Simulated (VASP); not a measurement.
Here is a VASP 6.6.1 calculation.

The input POSCAR:

```
Si
1.0
   -1.6376895151      1.6376895151      1.3290740111
    1.6376895151     -1.6376895151      1.3290740111
    1.6376895151      1.6376895151     -1.3290740111
Si
1
Direct
    0.0000000000      0.0000000000      0.0000000000
```

File INCAR.step1:

```
SYSTEM = Si
PREC = Accurate ; ENCUT = 520
EDIFF = 1E-5 ; ISMEAR = -1
SIGMA = 0.05 ; LREAL = .False.
LASPH = .True. ; NELM = 60
ALGO = Normal ; ISIF = 2
LWAVE = .True. ; NBANDS = 8
GGA = PE
```

The input INCAR.step2:

```
SYSTEM = Si
PREC = Accurate ; ENCUT = 520
EDIFF = 1E-7 ; ISMEAR = -1
SIGMA = 0.05 ; LREAL = .False.
LASPH = .True. ; NELM = 60
ALGO = Normal ; ISIF = 2
LWAVE = .False. ; LCHARG = .True.
GGA = PE ; LHFCALC = .True.
AEXX = 0.25 ; PRECFOCK = Normal
LELF = .True. ; LVHAR = .True.
NBANDS = 8 ; ISTART = 1
```

Contents of KPOINTS:

```
regular mesh
0
Gamma
  8 8 8
  0 0 0
```

Potentials or basis: VASP PAW PBE potentials, release 64 (Si).

Launch:

```sh
$ cat potpaw_PBE.64/Si/POTCAR > POTCAR
$ cp INCAR.step1 INCAR
$ mpirun -np 1 vasp_std > vasp.out
$ cp INCAR.step2 INCAR
$ mpirun -np 1 vasp_std > vasp.out
```

**Question.** Estimate the band gap on the k mesh.

**Answer.** Zero (bands 2 and 3 overlap by 14.34 eV).

**Question.** Estimate the pressure.

**Answer.** -1.0 GPa.

Stress tensor (GPa, compression positive):
```
 2.19  0.00  0.00
 0.00  2.19  0.00
 0.00  0.00 -7.52
```

Caveat: the k points lie up to 0.38 Å⁻¹ apart, too coarse for converged energies and pressures of a metal; the PAW data sets were made with another functional, which shifts forces and pressure a little.
